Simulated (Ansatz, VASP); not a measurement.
# ZnC: VASP beside Ansatz

```
Zn C
1.0
     0.00000    2.19457    2.19457
     2.19457    0.00000    2.19457
     2.19457    2.19457    0.00000
Zn C
1 1
Direct
  0.00000 0.00000 0.00000
  0.50000 0.50000 0.50000
```

Alike in both runs: functional PBE; k mesh 22 × 22 × 22; occupations gaussian, width 0.1 eV; no spin polarisation.

Ansatz relaxed the structure, and its values are those at the end. VASP's run is a single point on that final structure, the one shown.

```csv
,VASP,Ansatz
version,VASP 6.6.1,Ansatz 0.2.0
potentials or method,"VASP PAW PBE potentials, release 64 (Zn, C), cutoff 520 eV","scalar-relativistic, plane waves, PAW"
valence electrons in the cell,16,16
```

VASP gave:

* gap on the k mesh at the Fermi level (eV): none
* pressure (GPa): 0.7

**Question.** Estimate Ansatz's values.

**Answer.** gap on the k mesh at the Fermi level (eV): none; pressure (GPa): 0.0.

A gap of «none» marks a metal or a gap that the smearing closes. The functional is the same, so the differences come from potentials, cutoffs and numerics.
